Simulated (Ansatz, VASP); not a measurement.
Two plane-wave programs on SrTiO3

The input INCAR:

```
SYSTEM = SrTiO3
PREC = Accurate ; ENCUT = 520
EDIFF = 1E-6 ; ISMEAR = 0
SIGMA = 0.05 ; LREAL = .FALSE.
LASPH = .TRUE. ; NELM = 100
ALGO = Normal ; ISIF = 2
LWAVE = .FALSE. ; LCHARG = .TRUE.
GGA = PS ; LELF = .TRUE.
LVHAR = .TRUE. ; NBANDS = 28
```

The input KPOINTS:

```
Automatic mesh
0
G
  8 8 8
  0 0 0
```

Contents of POSCAR:

```
SrTiO3
1.0
    3.9952814271      0.0000000000      0.0000000000
    0.0000000000      3.9952814271      0.0000000000
    0.0000000000      0.0000000000      3.8913815400
Sr Ti O
1 1 3
Direct
    0.0024043448      0.0000000000      0.0000000000
    0.5059354150      0.5000000000      0.5000000000
   -0.0096992381      0.5000000000      0.5000000000
    0.4893868027      0.0000000000      0.5000000000
    0.4893868027      0.5000000000      0.0000000000
```

Input for Ansatz:

```yaml
crystal:
  lattice:
    - [3.9952814271, 0.0, 0.0]
    - [0.0, 3.9952814271, 0.0]
    - [0.0, 0.0, 3.89138154]
  atoms:
    - { symbol: Sr, position: [0.0024043448, 0.0, 0.0] }
    - { symbol: Ti, position: [0.505935415, 0.5, 0.5] }
    - { symbol: O, position: [-0.0096992381, 0.5, 0.5] }
    - { symbol: O, position: [0.4893868027, 0.0, 0.5] }
    - { symbol: O, position: [0.4893868027, 0.5, 0.0] }
basis:
  ecutwfc: 520.0
kpoints:
  mp_grid: { grid: [8, 8, 8] }
hamiltonian:
  xc: pbesol
  pseudopotentials: { kind: paw, azcp: { folder: soft_1 } }
scf:
  occupations: { method: gaussian, width: 0.05 }
output:
  forces: true
  stress: true
  eigenvalues: true
```

Change from the starting cell: mode 1 frozen in at -0.041 Å, equal normal strain along x and y +0.0267.

Alike in both runs: task single point; functional PBEsol; k mesh 8 × 8 × 8; occupations gaussian, width 0.05 eV; no spin polarisation.

|  | VASP | Ansatz |
| --- | --- | --- |
| version | VASP 6.6.1 | Ansatz 0.2.0 |
| potentials or method | VASP PAW PBE potentials, release 64 (Sr_sv, Ti_sv, O), cutoff 520 eV | scalar-relativistic, plane waves, PAW |
| valence electrons in the cell | 40 | 40 |

|  | VASP | Ansatz | Ansatz less VASP |
| --- | --- | --- | --- |
| gap on the k mesh at the Fermi level (eV) | 1.74 | 1.77 | +0.034 |
| least direct gap on the mesh (eV) | 2.18 | 2.20 | +0.018 |
| pressure (GPa) | -7.7 | -8.4 | -0.62 |
| traceless stress, the component that is largest in VASP (GPa) | 3.37 | 3.34 | -0.036 |
| rms of the force components (eV/Å) | 0.068 | 0.074 | +0.0062 |

VASP's potentials were made for PBE, not for PBEsol, and Ansatz warns of the same on its side. Atom by atom the forces differ by 0.006 eV/Å (rms over components).
